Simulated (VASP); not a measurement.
A run of VASP 6.6.1 is set up as follows.

File INCAR:

```
SYSTEM = Ge2H
PREC = Accurate
ENCUT = 520
EDIFF = 1E-7
ISMEAR = 0
SIGMA = 0.1
LREAL = .FALSE.
LASPH = .TRUE.
NELM = 150
ALGO = Normal
ISIF = 2
LWAVE = .FALSE.
LCHARG = .FALSE.
ISPIN = 2
MAGMOM = 0 0 1
LORBIT = 11
LDIPOL = .TRUE.
IDIPOL = 3
DIPOL = 0.5 0.5 0.256
GGA = PE
IVDW = 12
NBANDS = 26
```

File KPOINTS:

```
Automatic mesh
0
G
  9 9 1
  0 0 0
```

The input POSCAR:

```
Ge2H
1.0
    4.0226895460      0.0000000000      0.0000000000
   -2.0113447730      3.4837513384      0.0000000000
    0.0000000000      0.0000000000     17.6842610184
Ge H
2 1
Direct
    0.3333333333      0.6666666667      0.2648830513
    0.6666666667      0.3333333333      0.2261898304
    1.0000000000      0.0000000000      0.2756270682
```

Potentials or basis: VASP PAW PBE potentials, release 64 (Ge_d, H).

Command:

```console
$ cat potpaw_PBE.64/Ge_d/POTCAR potpaw_PBE.64/H/POTCAR > POTCAR
$ mpirun -np 1 vasp_std > vasp.out
```

Task: Predict the net moment.

Result: 0.05 μB per cell.

Task: What does it give for the dispersion energy per atom?

Result: -0.139 eV.

Task: What does it give for the largest force?

Result: 0.417 eV/Å.

Forces on the atoms (eV/Å):
```
Ge   0.000  0.000  0.404
Ge   0.000  0.000 -0.417
H    0.000  0.000  0.013
```
